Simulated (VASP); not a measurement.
Runs of VASP 6.6.1 on Ga2AsN. The structure is that of space group P4/mmm (No. 123), or close to it. The cells are those of the table. 

```csv
task,level,spin,cell,k mesh,cutoff (eV),gap on the mesh (eV),pressure (GPa)
single point,r2SCAN,off,"a = 3.464, b = 3.464, c = 4.845 Å, 4 atoms",8 × 8 × 6,520,none,0.1
single point,PBE,"non-collinear, zero start, SOC","a = 3.464, b = 3.464, c = 4.845 Å, 4 atoms",8 × 8 × 6,520,-,4.7
relaxation of cell and atoms,r2SCAN,off,"relaxed from a = 3.502, b = 3.502, c = 4.936 Å, 4 atoms",6 × 6 × 6,600,none,0.0
single point,r2SCAN,off,"a = 3.464, b = 3.464, c = 4.845 Å, 4 atoms",6 × 6 × 6,520,none,(a)
```

Alike in all rows: potentials or basis VASP PAW PBE potentials, release 64 (N, Ga_d, As); smearing fermi-dirac 0.02 eV.

**Question.** Estimate the missing entries.

**Answer.** (a) 0.3.

Caveats: the PAW data sets were made with another functional, which shifts forces and pressure a little (at least some runs); the cell stands under pressure (at least some runs).

A k mesh can miss the band edges, and rows without SOC leave out spin-orbit coupling on As, Ga.

A gap of «none» marks levels without a gap at the run's occupations.
